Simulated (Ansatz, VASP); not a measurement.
One calculation of InP, two programs

File INCAR:

```
SYSTEM = InP
ALGO = Normal ; EDIFF = 1E-6
ENCUT = 520 ; ISIF = 2
ISMEAR = -1 ; LASPH = .TRUE.
LCHARG = .TRUE. ; LELF = .TRUE.
LREAL = .FALSE. ; LVHAR = .TRUE.
LWAVE = .FALSE. ; NBANDS = 16
NELM = 60 ; PREC = Accurate
SIGMA = 0.05
```

File KPOINTS:

```
k-points
0
G
  8 8 8
  0 0 0
```

File POSCAR:

```
InP
1.0
    0.0000000000      2.9108316221      2.9108316221
    2.9108316221      0.0000000000      2.9108316221
    2.9108316221      2.9108316221      0.0000000000
In P
1 1
Direct
    0.0000000000      0.0000000000      0.0000000000
    0.7500000000      0.7500000000      0.7500000000
```

Contents of input.yaml:

```yaml
crystal:
  lattice:
    - [0.0, 2.9108316221, 2.9108316221]
    - [2.9108316221, 0.0, 2.9108316221]
    - [2.9108316221, 2.9108316221, 0.0]
  atoms:
    - { symbol: In, position: [0.0, 0.0, 0.0] }
    - { symbol: P, position: [0.75, 0.75, 0.75] }
kpoints:
  mp_grid: { grid: [8, 8, 8] }
scf:
  occupations: { method: fermi_dirac, width: 0.05 }
hamiltonian:
  xc: lda
  pseudopotentials: { kind: all_electron, lapw: { basis_error: 0.001 } }
output:
  forces: true
  stress: true
  eigenvalues: true
```

Change from the starting cell: volume scaled by 0.98.

Alike in both runs: task single point; functional LDA; k mesh 8 × 8 × 8; occupations fermi-dirac, width 0.05 eV; no spin polarisation.

|  | VASP | Ansatz |
| --- | --- | --- |
| version | VASP 6.6.1 | Ansatz 0.2.0 |
| potentials or method | VASP PAW LDA potentials, release 64 (In_d, P), cutoff 520 eV | all-electron LAPW, scalar-relativistic |

Ansatz gave:

| Property | Result |
| --- | --- |
| gap on the k mesh at the Fermi level (eV) | 0.59 |
| least direct gap on the mesh (eV) | 0.59 |
| pressure (GPa) | 0.2 |

Estimate VASP's values.

gap on the k mesh at the Fermi level (eV): 0.62; least direct gap on the mesh (eV): 0.62; pressure (GPa): 0.2.

LDA's correlation is that of Perdew and Zunger in VASP and of Perdew and Wang (1992) in Ansatz. Ansatz ran all-electron here, and VASP with PAW potentials.
